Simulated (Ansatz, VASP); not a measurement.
PbSe in VASP and in Ansatz

File INCAR:

```
ALGO     = Normal         # electronic algorithm
EDIFF    = 1E-7           # SCF threshold, eV
ENCUT    = 520            # plane-wave cutoff, eV
GGA      = PS             # functional
ISIF     = 2              # what is computed and relaxed
ISMEAR   = -1             # smearing method
LASPH    = T              # aspherical terms in the spheres
LCHARG   = F              # write CHGCAR
LREAL    = F              # projectors in reciprocal space
LWAVE    = F              # write WAVECAR
NBANDS   = 17             # bands
NELM     = 60             # most SCF steps
PREC     = Accurate       # precision mode
SIGMA    = 0.01           # smearing width, eV
```

Contents of KPOINTS:

```
k-points
0
Gamma
  9 9 9
```

Contents of POSCAR:

```
PbSe
1.0
    0.0000000000      3.1233930000      3.0621500000
    3.1233930000      0.0000000000      3.0621500000
    3.1233930000      3.1233930000      0.0000000000
Pb Se
1 1
Direct
    0.0000000000      0.0000000000      0.0000000000
    0.5000000000      0.5000000000      0.5000000000
```

Input for Ansatz:

```yaml
crystal:
  lattice:
    - [0.0, 3.123393, 3.06215]
    - [3.123393, 0.0, 3.06215]
    - [3.123393, 3.123393, 0.0]
  atoms:
    - { symbol: Pb, position: [0.0, 0.0, 0.0] }
    - { symbol: Se, position: [0.5, 0.5, 0.5] }
kpoints:
  mp_grid: { grid: [9, 9, 9] }
  band_path:
    path:
      - [0.0, 0.0, 0.0]
      - [0.0, 0.5, 0.5]
      - [0.25, 0.75, 0.5]
      - [0.0, 0.5, 0.0]
      - [0.0, 0.0, 0.0]
      - [0.5, 0.5, 0.0]
      - [0.38005, 0.61995, 0.0]
      - [-0.38005, 0.38005, 0.0]
      - [0.0, 0.0, 0.0]
    npoints: 5
scf:
  occupations: { method: fermi_dirac, width: 0.01 }
hamiltonian:
  xc: pbesol
  pseudopotentials: { kind: all_electron, lapw: { basis_error: 0.00025 } }
output:
  forces: true
  stress: true
  eigenvalues: true
```

Change from the starting cell: equal xx and yy strain of +2 %.

Alike in both runs: task single point; functional PBEsol; k mesh 9 × 9 × 9; occupations fermi-dirac, width 0.01 eV; no spin polarisation.

|  | VASP | Ansatz |
| --- | --- | --- |
| version | VASP 6.6.1 | Ansatz 0.2.0 |
| potentials or method | VASP PAW PBE potentials, release 64 (Pb_d, Se), cutoff 520 eV | all-electron LAPW, scalar-relativistic |

```csv
,VASP,Ansatz,Ansatz less VASP
gap on the k mesh at the Fermi level (eV),0.69,0.69,-0.002
pressure (GPa),-2.4,-2.4,+0.01
"traceless stress, the component that is largest in VASP (GPa)",1.37,1.36,-0.007
```

VASP's potentials were made for PBE, not for PBEsol. Ansatz ran all-electron here, and VASP with PAW potentials.

Neither program's run includes spin-orbit coupling.
